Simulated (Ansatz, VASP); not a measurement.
**Two plane-wave programs on Pb**

INCAR

```
SYSTEM = Pb
PREC = Accurate ; ENCUT = 600
EDIFF = 1E-6 ; ISMEAR = -1
SIGMA = 0.1 ; LREAL = .FALSE.
LASPH = .TRUE. ; NELM = 100
ALGO = Normal ; ISIF = 3
LWAVE = .FALSE. ; LCHARG = .FALSE.
GGA = PE ; IBRION = 2
NSW = 60 ; EDIFFG = -0.005
```

The input KPOINTS:

```
regular mesh
0
G
  13 13 12
  0 0 0
```

Contents of POSCAR:

```
Pb
1.0
    3.4417978971      0.0000000000      0.0000000000
   -1.7208989486      2.9806844136      0.0000000000
    0.0000000000      0.0000000000      3.2352900233
Pb
1
Direct
    0.0000000000      0.0000000000      0.0000000000
```

Input for Ansatz:

```yaml
crystal:
  lattice:
    - [3.4417978971, 0.0, 0.0]
    - [-1.7208989486, 2.9806844136, 0.0]
    - [0.0, 0.0, 3.2352900233]
  atoms:
    - { symbol: Pb, position: [0.0, 0.0, 0.0] }
kpoints:
  mp_grid: { grid: [13, 13, 12] }
scf:
  occupations: { method: fermi_dirac, width: 0.1 }
hamiltonian:
  xc: pbe
  pseudopotentials: { kind: paw }
output:
  forces: true
  stress: true
relax:
  f_tol: 0.005
  max_steps: 40
  cell: {}
```

Alike in both runs: task relaxation of cell and atoms; functional PBE; k mesh 13 × 13 × 12; occupations fermi-dirac, width 0.1 eV; no spin polarisation.

|  | VASP | Ansatz |
| --- | --- | --- |
| version | VASP 6.6.1 | Ansatz 0.2.0 |
| potentials or method | VASP PAW PBE potentials, release 64 (Pb_d) | PAW with Ansatz's default frozen-core files, scalar-relativistic |
| plane-wave cutoff (eV) | 600 | 420 |
| valence electrons in the cell | 14 | 14 |

|  | VASP | Ansatz | Ansatz less VASP |
| --- | --- | --- | --- |
| relaxed volume (Å³/atom) | 33.12 | 33.10 | -0.019 |
| relaxed cell length with the largest relative difference (Å) | 3.419 | 3.418 | -0.0012 |

Spin-orbit coupling is off throughout.
